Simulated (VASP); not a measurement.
# C in VASP: further runs

Runs on C. Level: PBE+D3(BJ). Tasks: single point, relaxation of cell and atoms.

Everything below comes from runs of VASP 6.6.1. Logs are shortened: lines on timing, memory, paths and dates and some standing lists are left out, and cuts for length are marked.

### Step 1. The cell of the first run

Symmetry: P6_3/mmc, No. 194, hexagonal system. The conventional cell has a = 2.465 Å, b = 2.465 Å, c = 6.741 Å, α = 90.00°, β = 90.00°, γ = 120.00°. C (site symmetry -6m2) has 3 C at 1.42 Å within 1.9 Å. C (site symmetry -6m2) has 3 C at 1.42 Å within 1.9 Å.

### Step 2. Single point, PBE+D3(BJ)

Contents of INCAR:

```
SYSTEM = C
  PREC = Accurate
  ENCUT = 520
  EDIFF = 1E-7
  ISMEAR = 0
  SIGMA = 0.1
  LREAL = .FALSE.
  LASPH = .TRUE.
  NELM = 100
  ALGO = Normal
  ISIF = 2
  LWAVE = .FALSE.
  LCHARG = .FALSE.
  GGA = PE
  IVDW = 12
  NBANDS = 16
```

Contents of KPOINTS:

```
Automatic mesh
0
G
  18 18 6
  0 0 0
```

Contents of POSCAR:

```
C
1.0
    2.4651287003      0.0000000000      0.0000000000
   -1.2325643502      2.1348640781      0.0000000000
    0.0000000000      0.0000000000      6.7409740936
C
4
Direct
    0.0000000000      0.0000000000      0.0024998052
    0.0000000000      0.0000000000      0.5024998052
    0.3333333333      0.6666666667      0.0025001948
    0.6666666667      0.3333333333      0.5025001948
```

Potentials or basis: VASP PAW PBE potentials, release 64 (C).

The run is started by

```bash
$ cat potpaw_PBE.64/C/POTCAR > POTCAR
$ mpirun -np 1 vasp_std > vasp.out
```

OUTCAR:

```text
SYSTEM = C
   PREC = Accurate
   ENCUT = 520
   EDIFF = 1E-7
   ISMEAR = 0
   LREAL = .FALSE.
   LASPH = .TRUE.
   NELM = 100
   ISIF = 2
   GGA = PE
   IVDW = 12
 IVDW          = 12

 ion  position               nearest neighbor table
   1  0.000  0.000  0.002-   3 1.42   3 1.42   3 1.42
   2  0.000  0.000  0.502-   4 1.42   4 1.42   4 1.42
   3  0.333  0.667  0.003-   1 1.42   1 1.42   1 1.42
   4  0.667  0.333  0.503-   2 1.42   2 1.42   2 1.42

  LATTYP: Found a hexagonal cell.
 ALAT       =     2.4651287003
 C/A-ratio  =     2.7345323158

  Lattice vectors:

 A1 = (   2.4651287003,   0.0000000000,   0.0000000000)
 A2 = (  -1.2325643502,   2.1348640781,   0.0000000000)
 A3 = (   0.0000000000,   0.0000000000,   6.7409740936)

Analysis of symmetry for initial positions (statically):
=====================================================================
 Subroutine PRICEL returns:
 Original cell was already a primitive cell.

 Routine SETGRP: Setting up the symmetry group for a
 hexagonal supercell.

 Subroutine GETGRP returns: Found 24 space group operations
 (whereof  6 operations were pure point group operations)
 out of a pool of 24 trial point group operations.

The static configuration has the point symmetry C_3v.
 The point group associated with its full space group is D_6h.

Analysis of symmetry for dynamics (positions and initial velocities):
=====================================================================
 Subroutine PRICEL returns:
 Original cell was already a primitive cell.

 Routine SETGRP: Setting up the symmetry group for a
 hexagonal supercell.

 Subroutine GETGRP returns: Found 24 space group operations
 (whereof  6 operations were pure point group operations)
 out of a pool of 24 trial point group operations.

The dynamic configuration has the point symmetry C_3v.
 The point group associated with its full space group is D_6h.

 Subroutine INISYM returns: Found 24 space group operations
 (whereof  6 operations are pure point group operations),
 and found     1 'primitive' translations

----------------------------------------------------------------------------------------

                                     Primitive cell

  volume of cell :      35.4758

  direct lattice vectors                    reciprocal lattice vectors
     2.465128700  0.000000000  0.000000000     0.405658333  0.234206948  0.000000000
    -1.232564350  2.134864078  0.000000000     0.000000000  0.468413896  0.000000000
     0.000000000  0.000000000  6.740974094     0.000000000  0.000000000  0.148346513

  length of vectors
     2.465128700  2.465128700  6.740974094     0.468413896  0.468413896  0.148346513

  position of ions in fractional coordinates (direct lattice)
     0.000000000  0.000000000  0.002499805
     0.000000000  0.000000000  0.502499805
     0.333333333  0.666666667  0.002500195
     0.666666667  0.333333333  0.502500195

  ion indices of the primitive-cell ions
   primitive index   ion index
                 1           1
                 2           2
                 3           3
                 4           4

----------------------------------------------------------------------------------------

 KPOINTS: Automatic mesh

Automatic generation of k-mesh.
 Grid dimensions read from file:
 generate k-points for:   18   18    6

 Generating k-lattice:

  Cartesian coordinates                     Fractional coordinates (reciprocal lattice)
     0.022536574  0.013011497  0.000000000     0.055555556  0.000000000  0.000000000
     0.000000000  0.026022994  0.000000000     0.000000000  0.055555556  0.000000000
     0.000000000  0.000000000  0.024724419     0.000000000  0.000000000  0.166666667

  Length of vectors
     0.026022994  0.026022994  0.024724419

  Shift w.r.t. Gamma in fractional coordinates (k-lattice)
     0.000000000  0.000000000  0.000000000

 Subroutine IBZKPT returns following result:
 ===========================================

 Found    148 irreducible k-points:

 Following reciprocal coordinates:
            Coordinates               Weight
  0.000000  0.000000  0.000000      1.000000
  0.055556  0.000000  0.000000      6.000000
  0.111111  0.000000  0.000000      6.000000
  0.166667  0.000000  0.000000      6.000000
  0.222222  0.000000  0.000000      6.000000
  0.277778  0.000000  0.000000      6.000000
[... 16 lines left out ...]
  0.333333  0.111111  0.000000     12.000000
  0.388889  0.111111  0.000000     12.000000
 [... further k-points ...]
   k-points           NKPTS =    148   k-points in BZ     NKDIM =    148   number of bands    NBANDS=     16
   number of dos      NEDOS =    301   number of ions     NIONS =      4
   total plane-waves  NPLWV =  16200
   dimension x,y,z NGX =    18 NGY =   18 NGZ =   50
   dimension x,y,z NGXF=    36 NGYF=   36 NGZF=  100
   ions per type =               4
   NGX,Y,Z   is equivalent  to a cutoff of  12.14, 12.14, 12.33 a.u.
   NGXF,Y,Z  is equivalent  to a cutoff of  24.28, 24.28, 24.66 a.u.
 SYSTEM =  C
   PREC   = accura    normal or accurate (medium, high low for compatibility)
   ISTART =      0    job   : 0-new  1-cont  2-samecut
   ICHARG =      2    charge: 1-file 2-atom 10-const
   ISPIN  =      1    spin polarized calculation?
   LNONCOLLINEAR =      F non collinear calculations
   LSORBIT =      F    spin-orbit coupling
   LASPH  =      T    aspherical Exc in radial PAW
   ENCUT  =  520.0 eV  38.22 Ry    6.18 a.u.   4.58  4.58 12.53*2*pi/ulx,y,z
   NELM   =    100;   NELMIN=  2; NELMDL= -5     # of ELM steps
   EDIFF  = 0.1E-06   stopping-criterion for ELM
   LREAL  =      F    real-space projection
   EDIFFG = 0.1E-05   stopping-criterion for IOM
   NSW    =      0    number of steps for IOM
   IBRION =     -1    ionic relax: 0-MD 1-quasi-New 2-CG
   NFREE  =      0    steps in history (QN), initial steepest desc. (CG)
   ISIF   =      2    stress and relaxation
   ISYM   =      2    0-nonsym 1-usesym 2-fastsym
   POTIM  = 0.5000    time-step for ionic-motion
   TEBEG  =    0.0;   TEEND  =   0.0 temperature during run
   PSTRESS=    0.0 pullay stress
   NELECT =      16.0000    total number of electrons
   NUPDOWN=      -1.0000    fix difference up-down
   EMIN   =  10.00;   EMAX   =-10.00  energy-range for DOS
   EFERMI =   0.00;   METHOD = LEGACY
   ISMEAR =     0;   SIGMA  =   0.10  broadening in eV -4-tet -1-fermi 0-gaus
   EFERMI_NEDOS =   21; number of points for ismear=-14 and -15
   IALGO  =     38    algorithm
   IMIX   =      4    mixing-type and parameters
     AMIX     =   0.40;   BMIX     =  1.00
     AMIX_MAG =   1.60;   BMIX_MAG =  1.00
  volume/ion in A,a.u.               =       8.87        59.85
  Fermi-wavevector in a.u.,A,eV,Ry     =   1.255463  2.372481 21.445339  1.576188
  Thomas-Fermi vector in A             =   2.389219
   LORBIT       =      0    0 simple, 1 ext, 2 COOP (PROOUT), +10 PAW based schemes
   GGA     = PE    functional components
   LHFCALC =     F    Hartree Fock is set to
   AEXX    =    0.0000 exact exchange contribution
   IVDW    =    12    specifies the selected vdW correction
   LEPSILON=     F    determine dielectric tensor
   LRPA    =     F    only Hartree local field effects (RPA)
 non-spin polarized calculation
 Gauss-broadening in eV      SIGMA  =   0.10
  energy-cutoff  :      520.00
  volume of cell :       35.48
 maximum number of plane-waves:       979
   NGX =  9   NGY =  9   NGZ = 25

 number of electron      15.9999995 magnetization

 Free energy of the ion-electron system (eV)
  ---------------------------------------------------
  ext. energy  EPLUGINS =         0.00000000
  ---------------------------------------------------
  free energy    TOTEN  =       -36.84741533 eV

  energy without entropy =      -36.84661144  energy(sigma->0) =      -36.84701339

 E-fermi :   4.6320     XC(G=0): -10.2913

 val. band max:        4.6293873352   @ k =   0.3333   0.3333   0.5000
 cond. band min:       4.6403594440   @ k =   0.3333   0.3333   0.3333
 fundamental gap:      0.0109721088
 Fermi energy:         4.6320182162

 k-point     1 :       0.0000    0.0000    0.0000
  band No.  band energies     occupation
      1     -15.0096      2.00000
      2     -14.7200      2.00000
      3      -3.8564      2.00000
      4      -1.9351      2.00000
      5       1.6183      2.00000
      6       1.6183      2.00000
[... 8 lines left out ...]
     15      15.9971      0.00000
     16      16.2012      0.00000

 k-point     2 :       0.0556    0.0000    0.0000
  band No.  band energies     occupation
      1     -14.9359      2.00000
      2     -14.6476      2.00000
      3      -3.7669      2.00000
      4      -1.8513      2.00000
      5       1.3167      2.00000
      6       1.3415      2.00000
[... 8 lines left out ...]
     15      15.7344      0.00000
     16      15.9540      0.00000

 k-point     3 :       0.1111    0.0000    0.0000
  band No.  band energies     occupation
      1     -14.7153      2.00000
      2     -14.4308      2.00000
      3      -3.4994      2.00000
      4      -1.6012      2.00000
      5       0.4902      2.00000
      6       0.5314      2.00000
[... 8 lines left out ...]
     15      15.2326      0.00000
     16      15.3926      0.00000

 k-point     4 :       0.1667    0.0000    0.0000
  band No.  band energies     occupation
      1     -14.3487      2.00000
      2     -14.0707      2.00000
      3      -3.0565      2.00000
      4      -1.1888      2.00000
      5      -0.6951      2.00000
      6      -0.6334      2.00000
[... 8 lines left out ...]
     15      15.5454      0.00000
     16      15.7096      0.00000
[... 324 lines left out ...]
 k-point    22 :       0.2778    0.1111    0.0000
  band No.  band energies     occupation
      1     -12.1881      2.00000
      2     -11.9480      2.00000
      3      -4.9414      2.00000
      4      -4.8219      2.00000
      5      -2.0153      2.00000
      6      -1.9492      2.00000
[... 8 lines left out ...]
     15      18.2043      0.00000
     16      19.0985      0.00000

 k-point    23 :       0.3333    0.1111    0.0000
  band No.  band energies     occupation
      1     -11.2800      2.00000
      2     -11.0564      2.00000
      3      -6.3268      2.00000
      4      -6.1847      2.00000
      5      -2.3877      2.00000
      6      -2.3166      2.00000
[... 8 lines left out ...]
     15      18.3642      0.00000
     16      19.3875      0.00000

 k-point    24 :       0.3889    0.1111    0.0000
  band No.  band energies     occupation
      1     -10.2765      2.00000
      2     -10.0771      2.00000
      3      -7.6233      2.00000
      4      -7.4683      2.00000
      5      -2.6132      2.00000
      6      -2.5396      2.00000
[... 8 lines left out ...]
     15      17.7974      0.00000
     16      18.7639      0.00000

 [... further k-points ...]

------------------------ aborting loop because EDIFF is reached ----------------------------------------

 Edisp (eV)   -0.62192

 E8    (eV) :    -0.1761

  FORCE on cell =-STRESS in cart. coord.  units (eV):
  Direction    XX          YY          ZZ          XY          YZ          ZX
  --------------------------------------------------------------------------------------
  -------------------------------------------------------------------------------------
  Total       0.13925     0.13925    -0.02060    -0.00000     0.00000    -0.00000
  in kB       6.28874     6.28874    -0.93050    -0.00000     0.00000    -0.00000
  external pressure =        3.88 kB  Pullay stress =        0.00 kB

 VOLUME and BASIS-vectors are now :
 -----------------------------------------------------------------------------
  energy-cutoff  :      520.00
  volume of cell :       35.48
      direct lattice vectors                 reciprocal lattice vectors
     2.465128700  0.000000000  0.000000000     0.405658333  0.234206948  0.000000000
    -1.232564350  2.134864078  0.000000000     0.000000000  0.468413896  0.000000000
     0.000000000  0.000000000  6.740974094     0.000000000  0.000000000  0.148346513

 POSITION                                       TOTAL-FORCE (eV/Angst)
 -----------------------------------------------------------------------------------
      0.00000      0.00000      0.01685        -0.000000      0.000000      0.000000
      0.00000      0.00000      3.38734        -0.000000     -0.000000      0.000000
     -0.00000      1.42324      0.01685         0.000000      0.000000     -0.000000
      1.23256      0.71162      3.38734         0.000000     -0.000000      0.000000
 -----------------------------------------------------------------------------------
    total drift:                               -0.000000     -0.000000     -0.003031

  FREE ENERGIE OF THE ION-ELECTRON SYSTEM (eV)
  ---------------------------------------------------
  free  energy   TOTEN  =       -37.4693323852 eV

  energy  without entropy=      -37.4685284986  energy(sigma->0) =      -37.46893044
```

It took 46 s on 1 thread of Intel Xeon Platinum 8488C (Sapphire Rapids), shared host; peak memory 0.19 GiB.

What came out:

| Quantity | Value |
| --- | --- |
| Free energy | -37.4693 eV |
| Pressure | 0.4 GPa |
| Band gap on the k mesh | zero (band 8 reaches 4.64 eV, above the bottom of band 9 at 4.62 eV) |
| Dispersion energy per atom | -0.155 eV |

Stress tensor (GPa, compression positive):
```
 0.63  0.00  0.00
 0.00  0.63  0.00
 0.00  0.00 -0.09
```

(Continued in part 2 of 2.)
